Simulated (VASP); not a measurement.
Input of a VASP 6.6.1 run:

POSCAR

```
SrTlI3
1.0
    6.3924481500      0.0000000000      0.0000000000
    0.0000000000      6.3924481500      0.0000000000
    0.0000000000      0.0000000000      6.3466238156
Tl Sr I
1 1 3
Direct
    0.0000000000      0.0000000000      0.0000000000
    0.5000000000      0.5000000000      0.5000000000
    0.5000000000      0.5000000000      0.0000000000
    0.5000000000      0.0000000000      0.5000000000
    0.0000000000      0.5000000000      0.5000000000
```

INCAR.step1

```
PREC = Accurate
ENCUT = 520
EDIFF = 1E-5
ISMEAR = 0
SIGMA = 0.01
LREAL = False
LASPH = True
NELM = 60
ALGO = Normal
ISIF = 2
LWAVE = True
GGA = PE
NBANDS = 30
```

Contents of INCAR.step2:

```
PREC = Accurate
ENCUT = 520
EDIFF = 1E-6
ISMEAR = 0
SIGMA = 0.01
LREAL = False
LASPH = True
NELM = 60
ALGO = Normal
ISIF = 2
LWAVE = False
LCHARG = True
GGA = PE
LHFCALC = True
HFSCREEN = 0.2079
PRECFOCK = Fast
LELF = True
LVHAR = True
ISTART = 1
NBANDS = 30
```

Contents of KPOINTS:

```
Automatic mesh
0
Gamma
  2 2 2
```

Potentials or basis: VASP PAW PBE potentials, release 64 (Tl_d, Sr_sv, I).

Command:

```console
$ cat potpaw_PBE.64/Tl_d/POTCAR potpaw_PBE.64/Sr_sv/POTCAR potpaw_PBE.64/I/POTCAR > POTCAR
$ cp INCAR.step1 INCAR
$ mpirun -np 1 vasp_std > vasp.out
$ cp INCAR.step2 INCAR
$ mpirun -np 1 vasp_std > vasp.out
```

(1) Estimate the pressure.

(2) What does it give for the band gap on the k mesh?

Answers

(1) 0.2 GPa.

(2) 3.41 eV (least direct gap 3.76 eV).

Caveat: the k points lie up to 0.50 Å⁻¹ apart; the cell differs from its parent crystal (epitaxial xy strain +0.5%); the PAW data sets were made with another functional, which shifts forces and pressure a little; spin-orbit coupling is left out, which moves the levels of the heavy elements.
